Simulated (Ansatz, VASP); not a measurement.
CaO in VASP and in Ansatz

```xyz
2
Lattice="2.9032 0.0000 0.0000 0.0000 2.9032 0.0000 0.0000 0.0000 2.9032" Properties=species:S:1:pos:R:3 pbc="T T T"
Ca    0.0000    0.0000    0.0000
O     1.4516    1.4516    1.4516
```

Alike in both runs: task single point; functional PBE-based screened hybrid with a share of 0.5 of exact exchange and HFSCREEN = 0.2078; k mesh 4 × 4 × 4; no spin polarisation.

|  | VASP | Ansatz |
| --- | --- | --- |
| version | VASP 6.6.1 | Ansatz 0.2.0 |
| potentials or method | VASP PAW PBE potentials, release 64 (Ca_sv, O) | plane waves |
| plane-wave cutoff (eV) | 520 | 420 |
| occupations | gaussian, width 0.01 eV | fixed |
| valence electrons in the cell | 16 | 16 |

```tsv
	VASP	Ansatz	Ansatz less VASP
gap on the k mesh at the Fermi level (eV)	6.31	6.31	-0.006
pressure (GPa)	-1.8	-2.6	-0.85
```

VASP's potentials were made for PBE, not for PBE-based screened hybrid. Ansatz's warnings: stress exchange threshold loose, stress scf threshold loose.

The k mesh is coarse, so the values compare programs but aren't converged.
